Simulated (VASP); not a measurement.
# MoSe: single point with PBE

MoSe:

```
CELL_PARAMETERS angstrom
0.00000 2.67580 2.67580
2.67580 0.00000 2.67580
2.67580 2.67580 0.00000
ATOMIC_POSITIONS crystal
Mo 0.50000 0.50000 0.50000
Se 0.00000 0.00000 0.00000
```

```yaml
Program: VASP 6.6.1
Task: single point
Functional: PBE
Potentials_or_basis: VASP PAW PBE potentials, release 64 (Mo_sv, Se)
Cutoff: 520 eV
k_mesh: 12 × 12 × 12
Occupations: gaussian, width 0.05 eV
Spin: collinear spin, ferromagnetic start
Starting_moments: "[2.2, 0.0] μB"
Dipole_correction: no
Further_INCAR_settings: ALGO = Normal; EDIFF = 1e-07; NBANDS = 21
```

```json
{
 "Pressure": "0.2 GPa",
 "Net moment": "2.58 μB per cell",
 "Site moments": "Mo +2.27; Se +0.01 μB",
 "Valence electrons inside the program's atomic spheres": "Mo 12.28; Se 3.91"
}
```

Levels at points of the mesh, in eV from the Fermi level:
Spin up:
| k point | band 7 | band 8 | band 9 | band 10 | band 11 | band 12 | band 13 | band 14 | band 15 | band 16 |
| --- | --- | --- | --- | --- | --- | --- | --- | --- | --- | --- |
| (0.00, 0.00, 0.00) | -2.38 | -2.38 | -2.24 | -2.24 | -2.24 | -1.85 | -1.85 | 1.87 | 7.90 | 11.24 |
| (0.50, 0.00, 0.00) | -5.39 | -5.39 | -0.81 | -0.81 | -0.22 | 2.36 | 3.89 | 3.89 | 5.92 | 5.92 |
| (0.50, 0.50, 0.00) | -3.71 | -3.70 | -3.70 | -1.11 | -0.34 | -0.34 | 0.70 | 1.93 | 8.72 | 9.97 |
Spin down:
| k point | band 7 | band 8 | band 9 | band 10 | band 11 | band 12 |
| --- | --- | --- | --- | --- | --- | --- |
| (0.00, 0.00, 0.00) | -2.18 | -2.18 | -0.74 | -0.74 | -0.74 | -0.66 |
| (0.50, 0.00, 0.00) | -4.85 | -4.85 | 1.10 | 1.10 | 1.57 | 2.80 |
| (0.50, 0.50, 0.00) | -3.56 | -3.56 | -2.34 | 0.14 | 1.71 | 1.71 |

It took 86 s on 1 thread of Intel(R) Xeon(R) Platinum 8488C (Sapphire Rapids), with other jobs on the host, peak memory 0.23 GiB.
